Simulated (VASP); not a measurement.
# BaTe (Fm-3m) in VASP: settings compared

Aim: see how the results for BaTe move with the level of theory and the settings. Levels: PBE, LDA, PBEsol. Tasks: single point.

Program: VASP 6.6.1. These are calculated values, not measurements. Logs are shortened: lines on timing, memory, paths and dates and some standing lists are left out, and cuts for length are marked.

## 1. The cell of the first run

Symmetry: Fm-3m, No. 225, cubic system. The conventional cell has a = 6.910 Å, b = 6.910 Å, c = 6.910 Å, α = 90.00°, β = 90.00°, γ = 90.00°. Ba (site symmetry m-3m) has 6 Te at 3.45 Å within 4.5 Å. Te (site symmetry m-3m) has 6 Ba at 3.45 Å within 4.5 Å.

## 2. Single point, PBE

File INCAR:

```
SYSTEM = BaTe
PREC = Accurate
ENCUT = 520
EDIFF = 1E-6
ISMEAR = -1
SIGMA = 0.05
LREAL = .False.
LASPH = .True.
NELM = 100
ALGO = Normal
ISIF = 2
LWAVE = .False.
LCHARG = .False.
GGA = PE
NBANDS = 15
```

File KPOINTS:

```
regular mesh
0
Gamma
  7 7 7
  0 0 0
```

File POSCAR:

```
BaTe
1.0
    0.0000000000      3.4548735670      3.4548735670
    3.4548735670      0.0000000000      3.4548735670
    3.4548735670      3.4548735670      0.0000000000
Ba Te
1 1
Direct
    0.0000000000      0.0000000000      0.0000000000
    0.5000000000      0.5000000000      0.5000000000
```

Potentials or basis: VASP PAW PBE potentials, release 64 (Ba_sv, Te).

Command:

```
cat potpaw_PBE.64/Ba_sv/POTCAR potpaw_PBE.64/Te/POTCAR > POTCAR
mpirun -np 1 vasp_std > vasp.out
```

OUTCAR:

```text
SYSTEM = BaTe
   PREC = Accurate
   ENCUT = 520
   EDIFF = 1E-6
   ISMEAR = -1
   LREAL = .False.
   LASPH = .True.
   NELM = 100
   ISIF = 2
   GGA = PE

 ion  position               nearest neighbor table
   1  0.000  0.000  0.000-   2 3.45   2 3.45   2 3.45   2 3.45   2 3.45   2 3.45
   2  0.500  0.500  0.500-   1 3.45   1 3.45   1 3.45   1 3.45   1 3.45   1 3.45

  LATTYP: Found a face centered cubic cell.
 ALAT       =     6.9097471340

  Lattice vectors:

 A1 = (   0.0000000000,   3.4548735670,   3.4548735670)
 A2 = (   3.4548735670,   0.0000000000,   3.4548735670)
 A3 = (   3.4548735670,   3.4548735670,   0.0000000000)

Analysis of symmetry for initial positions (statically):
=====================================================================
 Subroutine PRICEL returns:
 Original cell was already a primitive cell.

 Routine SETGRP: Setting up the symmetry group for a
 face centered cubic supercell.

 Subroutine GETGRP returns: Found 48 space group operations
 (whereof 48 operations were pure point group operations)
 out of a pool of 48 trial point group operations.

The static configuration has the point symmetry O_h .

Analysis of symmetry for dynamics (positions and initial velocities):
=====================================================================
 Subroutine PRICEL returns:
 Original cell was already a primitive cell.

 Routine SETGRP: Setting up the symmetry group for a
 face centered cubic supercell.

 Subroutine GETGRP returns: Found 48 space group operations
 (whereof 48 operations were pure point group operations)
 out of a pool of 48 trial point group operations.

The dynamic configuration has the point symmetry O_h .

 Subroutine INISYM returns: Found 48 space group operations
 (whereof 48 operations are pure point group operations),
 and found     1 'primitive' translations

----------------------------------------------------------------------------------------

                                     Primitive cell

  volume of cell :      82.4758

  direct lattice vectors                    reciprocal lattice vectors
     0.000000000  3.454873567  3.454873567    -0.144723096  0.144723096  0.144723096
     3.454873567  0.000000000  3.454873567     0.144723096 -0.144723096  0.144723096
     3.454873567  3.454873567  0.000000000     0.144723096  0.144723096 -0.144723096

  length of vectors
     4.885929055  4.885929055  4.885929055     0.250667756  0.250667756  0.250667756

  position of ions in fractional coordinates (direct lattice)
[... 8 lines left out ...]
----------------------------------------------------------------------------------------

 KPOINTS: regular mesh

Automatic generation of k-mesh.
 Grid dimensions read from file:
 generate k-points for:    7    7    7

 Generating k-lattice:

  Cartesian coordinates                     Fractional coordinates (reciprocal lattice)
    -0.020674728  0.020674728  0.020674728     0.142857143  0.000000000  0.000000000
     0.020674728 -0.020674728  0.020674728     0.000000000  0.142857143  0.000000000
     0.020674728  0.020674728 -0.020674728     0.000000000  0.000000000  0.142857143

  Length of vectors
     0.035809679  0.035809679  0.035809679

  Shift w.r.t. Gamma in fractional coordinates (k-lattice)
     0.000000000  0.000000000  0.000000000

 Subroutine IBZKPT returns following result:
 ===========================================

 Found     20 irreducible k-points:

 Following reciprocal coordinates:
            Coordinates               Weight
  0.000000  0.000000  0.000000      1.000000
  0.142857  0.000000  0.000000      8.000000
  0.285714  0.000000  0.000000      8.000000
  0.428571  0.000000  0.000000      8.000000
  0.142857  0.142857  0.000000      6.000000
  0.285714  0.142857  0.000000     24.000000
[... 12 lines left out ...]
 -0.428571  0.428571  0.142857     24.000000
 -0.285714  0.428571  0.142857     24.000000
   k-points           NKPTS =     20   k-points in BZ     NKDIM =     20   number of bands    NBANDS=     15
   number of dos      NEDOS =    301   number of ions     NIONS =      2
   total plane-waves  NPLWV =  46656
   dimension x,y,z NGX =    36 NGY =   36 NGZ =   36
   dimension x,y,z NGXF=    72 NGYF=   72 NGZF=   72
   ions per type =               1   1
   NGX,Y,Z   is equivalent  to a cutoff of  12.25, 12.25, 12.25 a.u.
   NGXF,Y,Z  is equivalent  to a cutoff of  24.50, 24.50, 24.50 a.u.
 SYSTEM =  BaTe
   PREC   = accura    normal or accurate (medium, high low for compatibility)
   ISTART =      0    job   : 0-new  1-cont  2-samecut
   ICHARG =      2    charge: 1-file 2-atom 10-const
   ISPIN  =      1    spin polarized calculation?
   LNONCOLLINEAR =      F non collinear calculations
   LSORBIT =      F    spin-orbit coupling
   LASPH  =      T    aspherical Exc in radial PAW
   ENCUT  =  520.0 eV  38.22 Ry    6.18 a.u.   9.08  9.08  9.08*2*pi/ulx,y,z
   NELM   =    100;   NELMIN=  2; NELMDL= -5     # of ELM steps
   EDIFF  = 0.1E-05   stopping-criterion for ELM
   LREAL  =      F    real-space projection
[... 7 lines left out ...]
   TEBEG  =    0.0;   TEEND  =   0.0 temperature during run
   PSTRESS=    0.0 pullay stress
   NELECT =      16.0000    total number of electrons
   NUPDOWN=      -1.0000    fix difference up-down
   EMIN   =  10.00;   EMAX   =-10.00  energy-range for DOS
   EFERMI =   0.00;   METHOD = LEGACY
   ISMEAR =    -1;   SIGMA  =   0.05  broadening in eV -4-tet -1-fermi 0-gaus
   EFERMI_NEDOS =   21; number of points for ismear=-14 and -15
   IALGO  =     38    algorithm
   IMIX   =      4    mixing-type and parameters
     AMIX     =   0.40;   BMIX     =  1.00
     AMIX_MAG =   1.60;   BMIX_MAG =  1.00
  volume/ion in A,a.u.               =      41.24       278.29
  Fermi-wavevector in a.u.,A,eV,Ry     =   0.947704  1.790901 12.219973  0.898143
  Thomas-Fermi vector in A             =   2.075823
   LORBIT       =      0    0 simple, 1 ext, 2 COOP (PROOUT), +10 PAW based schemes
   GGA     = PE    functional components
   LHFCALC =     F    Hartree Fock is set to
   AEXX    =    0.0000 exact exchange contribution
   IVDW    =     0    specifies the selected vdW correction
   LEPSILON=     F    determine dielectric tensor
   LRPA    =     F    only Hartree local field effects (RPA)
 non-spin polarized calculation
  energy-cutoff  :      520.00
  volume of cell :       82.48
 maximum number of plane-waves:      2239
   NGX = 19   NGY = 19   NGZ = 19

 number of electron      16.0000000 magnetization

 Free energy of the ion-electron system (eV)
  ---------------------------------------------------
  ext. energy  EPLUGINS =         0.00000000
  ---------------------------------------------------
  free energy    TOTEN  =        -8.57977101 eV

  energy without entropy =       -8.57977099  energy(sigma->0) =       -8.57977100

 E-fermi :   3.2549     XC(G=0):  -8.4033

 val. band max:        2.5292098072   @ k =   0.0000   0.0000   0.0000
 cond. band min:       4.0077237839   @ k =   0.4286   0.4286   0.0000
 fundamental gap:      1.4785139767
 Fermi energy:         3.2548522884

 k-point     1 :       0.0000    0.0000    0.0000
  band No.  band energies     occupation
      1     -24.3924      2.00000
      2      -9.5549      2.00000
      3      -9.5549      2.00000
      4      -9.5549      2.00000
      5      -7.1020      2.00000
      6       2.5292      2.00000
      7       2.5292      2.00000
      8       2.5292      2.00000
      9       5.4277      0.00000
     10       5.4277      0.00000
     11       5.4277      0.00000
     12       5.5946      0.00000
     13       6.0865      0.00000
     14       6.0865      0.00000
     15       9.5155      0.00000

 k-point     2 :       0.1429    0.0000    0.0000
  band No.  band energies     occupation
      1     -24.3892      2.00000
      2      -9.6694      2.00000
      3      -9.5573      2.00000
      4      -9.5573      2.00000
      5      -6.9283      2.00000
      6       1.8639      2.00000
      7       2.2080      2.00000
      8       2.2080      2.00000
      9       5.4763      0.00000
     10       5.6913      0.00000
     11       5.6913      0.00000
     12       6.4484      0.00000
     13       6.6975      0.00000
     14       6.6975      0.00000
     15      10.1771      0.00000

 k-point     3 :       0.2857    0.0000    0.0000
  band No.  band energies     occupation
      1     -24.3823      2.00000
      2      -9.8883      2.00000
      3      -9.5626      2.00000
      4      -9.5626      2.00000
      5      -6.5665      2.00000
      6       0.8723      2.00000
      7       1.6824      2.00000
      8       1.6824      2.00000
      9       5.7587      0.00000
     10       6.3826      0.00000
     11       6.3826      0.00000
     12       7.8474      0.00000
     13       8.1041      0.00000
     14       8.1041      0.00000
     15      10.8922      0.00000

 k-point     4 :       0.4286    0.0000    0.0000
  band No.  band energies     occupation
      1     -24.3767      2.00000
      2     -10.0382      2.00000
      3      -9.5668      2.00000
      4      -9.5668      2.00000
      5      -6.2898      2.00000
      6       0.2630      2.00000
      7       1.3600      2.00000
      8       1.3600      2.00000
      9       6.4645      0.00000
     10       7.2829      0.00000
     11       7.2829      0.00000
     12       7.7118      0.00000
     13       9.4951      0.00000
     14       9.4951      0.00000
     15      10.3094      0.00000
[... 235 lines left out ...]
 k-point    18 :      -0.4286    0.2857    0.1429
  band No.  band energies     occupation
      1     -24.3732      2.00000
      2      -9.9132      2.00000
      3      -9.6649      2.00000
      4      -9.6065      2.00000
      5      -6.4983      2.00000
      6       0.7311      2.00000
      7       1.4356      2.00000
      8       1.6007      2.00000
      9       5.8092      0.00000
     10       6.8467      0.00000
     11       7.5961      0.00000
     12       7.9195      0.00000
     13       8.6198      0.00000
     14       9.7068      0.00000
     15      10.5031      0.00000

 k-point    19 :      -0.4286    0.4286    0.1429
  band No.  band energies     occupation
      1     -24.3714      2.00000
      2      -9.8116      2.00000
      3      -9.6756      2.00000
      4      -9.6698      2.00000
      5      -6.6992      2.00000
      6       1.2143      2.00000
      7       1.5891      2.00000
      8       1.8289      2.00000
      9       4.8426      0.00000
     10       7.2463      0.00000
     11       7.4360      0.00000
     12       8.3226      0.00000
     13       8.3318      0.00000
     14       8.7190      0.00000
     15      10.6242      0.00000

 k-point    20 :      -0.2857    0.4286    0.1429
  band No.  band energies     occupation
      1     -24.3709      2.00000
      2      -9.8030      2.00000
      3      -9.7371      2.00000
      4      -9.6530      2.00000
      5      -6.6125      2.00000
      6       1.0865      2.00000
      7       1.5108      2.00000
      8       1.5940      2.00000
      9       5.6831      0.00000
     10       6.5478      0.00000
     11       7.6498      0.00000
     12       7.9710      0.00000
     13       8.2364      0.00000
     14      10.1490      0.00000
     15      10.9106      0.00000

------------------------ aborting loop because EDIFF is reached ----------------------------------------

  FORCE on cell =-STRESS in cart. coord.  units (eV):
  Direction    XX          YY          ZZ          XY          YZ          ZX
  --------------------------------------------------------------------------------------
  -------------------------------------------------------------------------------------
  Total        1.3273075      1.3273075      1.3273075     -0.0000000      0.0000000      0.0000000
  in kB       25.7843180     25.7843180     25.7843180     -0.0000000      0.0000000      0.0000000
  external PRESSURE =      25.7843180 kB  Pullay stress =       0.0000000 kB

 VOLUME and BASIS-vectors are now :
 -----------------------------------------------------------------------------
  energy-cutoff  :      520.00
  volume of cell :       82.48
      direct lattice vectors                 reciprocal lattice vectors
     0.000000000  3.454873567  3.454873567    -0.144723096  0.144723096  0.144723096
     3.454873567  0.000000000  3.454873567     0.144723096 -0.144723096  0.144723096
     3.454873567  3.454873567  0.000000000     0.144723096  0.144723096 -0.144723096

 POSITION                                       TOTAL-FORCE (eV/Angst)
 -----------------------------------------------------------------------------------
      0.00000      0.00000      0.00000        -0.000000      0.000000      0.000000
      3.45487      3.45487      3.45487         0.000000      0.000000     -0.000000
 -----------------------------------------------------------------------------------
    total drift:                                0.000000      0.000000      0.000000

  FREE ENERGIE OF THE ION-ELECTRON SYSTEM (eV)
  ---------------------------------------------------
  free  energy   TOTEN  =        -8.5797710098 eV

  energy  without entropy=       -8.5797709936  energy(sigma->0) =       -8.57977100
```

Run time: 20 s. Hardware: 1 thread of AMD EPYC 7R43 (Zen 3), shared host; peak memory 0.18 GiB.

What came out:

```yaml
Free_energy: -8.5798 eV
Pressure: 2.6 GPa
Band_gap_on_the_k_mesh: 1.48 eV, indirect (least direct gap 1.86 eV)
```

Caveat: spin-orbit coupling is left out, which moves the levels of the heavy elements.

## 3. Single point, LDA

This run uses another cell than the first one, of 42.03 Å³/atom, 1.019 times its volume.

File INCAR:

```
SYSTEM = BaTe
ALGO = Normal
EDIFF = 1E-6
ENCUT = 520
GGA = CA
ISIF = 2
ISMEAR = -1
LASPH = .True.
LCHARG = .True.
LELF = .True.
LREAL = .False.
LVHAR = .True.
LWAVE = .False.
NBANDS = 15
NELM = 60
PREC = Accurate
SIGMA = 0.05
```

File KPOINTS:

```
k-points
0
Gamma
  7 7 7
  0 0 0
```

File POSCAR:

```
BaTe
1.0
    0.0000000000      3.4768797245      3.4768797245
    3.4768797245      0.0000000000      3.4768797245
    3.4768797245      3.4768797245      0.0000000000
Ba Te
1 1
Direct
    0.0000000000      0.0000000000      0.0000000000
    0.5000000000      0.5000000000      0.5000000000
```

Potentials or basis: VASP PAW LDA potentials, release 64 (Ba_sv, Te).

Command:

```
cat potpaw_LDA.64/Ba_sv/POTCAR potpaw_LDA.64/Te/POTCAR > POTCAR
mpirun -np 1 vasp_std > vasp.out
```

Run time: 25 s. Hardware: 1 thread of AMD EPYC 7R43 (Zen 3), shared host; peak memory 0.16 GiB.

Results (log left out):

| Property | Result |
| --- | --- |
| Free energy | -9.6063 eV |
| Pressure | -0.8 GPa |
| Band gap on the k mesh | 1.40 eV, indirect (least direct gap 1.78 eV) |

Levels at points of the mesh, in eV from the valence-band top:
```tsv
k point	band 4	band 5	band 6	band 7	band 8	band 9	band 10	band 11	band 12	band 13
(0.00, 0.00, 0.00)	-12.07	-9.65	0.00	0.00	0.00	2.77	2.80	2.80	2.80	3.49
```

Caveat: spin-orbit coupling is left out, which moves the levels of the heavy elements. A k mesh can miss the band edges.

## 4. Single point, PBE

This run uses another cell than the first one, of 42.03 Å³/atom, 1.019 times its volume.

File INCAR:

```
PREC = Accurate ; ENCUT = 520
EDIFF = 1E-6 ; ISMEAR = -1
SIGMA = 0.05 ; LREAL = F
LASPH = T ; NELM = 100
ALGO = Normal ; ISIF = 2
LWAVE = F ; LCHARG = F
GGA = PE ; NBANDS = 15
```

File KPOINTS:

```
regular mesh
0
Gamma
  7 7 7
```

POSCAR is that of step 3.

Potentials or basis: VASP PAW PBE potentials, release 64 (Ba_sv, Te).

Command:

```
cat potpaw_PBE.64/Ba_sv/POTCAR potpaw_PBE.64/Te/POTCAR > POTCAR
mpirun -np 1 vasp_std > vasp.out
```

Run time: 25 s. Hardware: 1 thread of AMD EPYC 7R43 (Zen 3), shared host; peak memory 0.2 GiB.

The run converged. Its results:

```yaml
Free_energy: -8.6017 eV
Pressure: 1.9 GPa
Band_gap_on_the_k_mesh: 1.52 eV, indirect (least direct gap 1.91 eV)
```

Levels at points of the mesh, in eV from the valence-band top:
```csv
k point,band 5,band 6,band 7,band 8,band 9,band 10,band 11,band 12
"(0.00, 0.00, 0.00)",-9.59,0.00,0.00,0.00,2.91,2.91,2.91,2.99
```

Caveat: spin-orbit coupling is left out, which moves the levels of the heavy elements.

## 5. Single point, PBEsol

This run uses another cell than the first one, of 39.65 Å³/atom, 0.962 times its volume.

File INCAR:

```
PREC = Accurate ; ENCUT = 520
EDIFF = 1E-6 ; ISMEAR = -1
SIGMA = 0.05 ; LREAL = F
LASPH = T ; NELM = 80
ALGO = Normal ; ISIF = 2
LWAVE = F ; LCHARG = F
GGA = PS ; NBANDS = 15
```

File KPOINTS:

```
regular mesh
0
Gamma
  5 5 5
```

File POSCAR:

```
BaTe
1.0
    0.0000000000      3.4100000000      3.4100000000
    3.4100000000      0.0000000000      3.4100000000
    3.4100000000      3.4100000000      0.0000000000
Ba Te
1 1
Direct
    0.0000000000      0.0000000000      0.0000000000
    0.5000000000      0.5000000000      0.5000000000
```

Command:

```
cat potpaw_PBE.64/Ba_sv/POTCAR potpaw_PBE.64/Te/POTCAR > POTCAR
mpirun -np 1 vasp_std > vasp.out
```

Wall time 13 s (1 thread of Intel Xeon Platinum 8259CL at 2.50GHz (Skylake/Cascade Lake), shared host); peak memory 0.2 GiB.

The run converged. Its results:

| Quantity | Value |
| --- | --- |
| Free energy | -9.1514 eV |
| Pressure | 2.4 GPa |
| Band gap on the k mesh | 1.34 eV, indirect (least direct gap 1.73 eV) |

Levels at points of the mesh, in eV from the valence-band top:
| k point | band 5 | band 6 | band 7 | band 8 | band 9 | band 10 | band 11 | band 12 |
| --- | --- | --- | --- | --- | --- | --- | --- | --- |
| (0.00, 0.00, 0.00) | -9.76 | 0.00 | 0.00 | 0.00 | 2.79 | 2.79 | 2.79 | 3.06 |

Caveat: the PAW data sets were made with another functional, which shifts forces and pressure a little; spin-orbit coupling is left out, which moves the levels of the heavy elements. A k mesh can miss the band edges.

## 6. Single point, PBEsol, non-collinear spin, zero start, spin-orbit coupling

This run uses another cell than the first one, of 39.65 Å³/atom, 0.962 times its volume.

File INCAR:

```
SYSTEM = BaTe
ALGO = Normal ; EDIFF = 1E-7
ENCUT = 520 ; GGA = PS
GGA_COMPAT = .False. ; ISIF = 2
ISMEAR = -1 ; LASPH = .True.
LCHARG = .False. ; LORBIT = 11
LORBMOM = .True. ; LREAL = .False.
LSORBIT = .True. ; LWAVE = .False.
MAGMOM = 0 0 0 0 0 0 ; NBANDS = 28
NELM = 150 ; PREC = Accurate
SIGMA = 0.05
```

File KPOINTS:

```
k-points
0
Gamma
  5 5 5
  0 0 0
```

POSCAR is that of step 5.

Potentials or basis: VASP PAW PBE potentials, release 64 (Ba_sv, Te).

Command:

```
cat potpaw_PBE.64/Ba_sv/POTCAR potpaw_PBE.64/Te/POTCAR > POTCAR
mpirun -np 1 vasp_ncl > vasp.out
```

Wall time 60 s (1 thread of Intel Xeon Platinum 8259CL at 2.50GHz (Skylake/Cascade Lake), shared host); peak memory 0.39 GiB.

The run converged. Its results:

| Property | Result |
| --- | --- |
| Free energy | -9.4440 eV |
| Pressure | 2.4 GPa |
| Net moment | 0.00 μB per cell |
| Valence electrons inside the program's atomic spheres | Ba 7.92; Te 3.49 |

Moments on the atoms (μB; x, y, z):
```
Ba  0.00 0.00 0.00
Te  0.00 0.00 0.00
```

Caveat: the PAW data sets were made with another functional, which shifts forces and pressure a little.

## 7. Summary

| level | potentials or basis | spin | cell | k mesh | gap on the mesh (eV) | pressure (GPa) |
| --- | --- | --- | --- | --- | --- | --- |
| PBE | VASP PAW PBE potentials, release 64 (Ba_sv, Te) | off | a = 4.886 Å, angles 60.0°, 2 atoms | 7 × 7 × 7 | 1.48 | 2.6 |
| LDA | VASP PAW LDA potentials, release 64 (Ba_sv, Te) | off | a = 4.917 Å, angles 60.0°, 2 atoms | 7 × 7 × 7 | 1.40 | -0.8 |
| PBE | VASP PAW PBE potentials, release 64 (Ba_sv, Te) | off | a = 4.917 Å, angles 60.0°, 2 atoms | 7 × 7 × 7 | 1.52 | 1.9 |
| PBEsol | VASP PAW PBE potentials, release 64 (Ba_sv, Te) | off | a = 4.822 Å, angles 60.0°, 2 atoms | 5 × 5 × 5 | 1.34 | 2.4 |
| PBEsol | VASP PAW PBE potentials, release 64 (Ba_sv, Te) | non-collinear, zero start, SOC | a = 4.822 Å, angles 60.0°, 2 atoms | 5 × 5 × 5 | - | 2.4 |

Alike in all rows: task single point; cutoff (eV) 520; smearing fermi-dirac 0.05 eV.

Caveats: spin-orbit coupling is left out, which moves the levels of the heavy elements (some runs); the PAW data sets were made with another functional, which shifts forces and pressure a little (some runs).

Absolute energies hang on the potentials; compare differences alone.
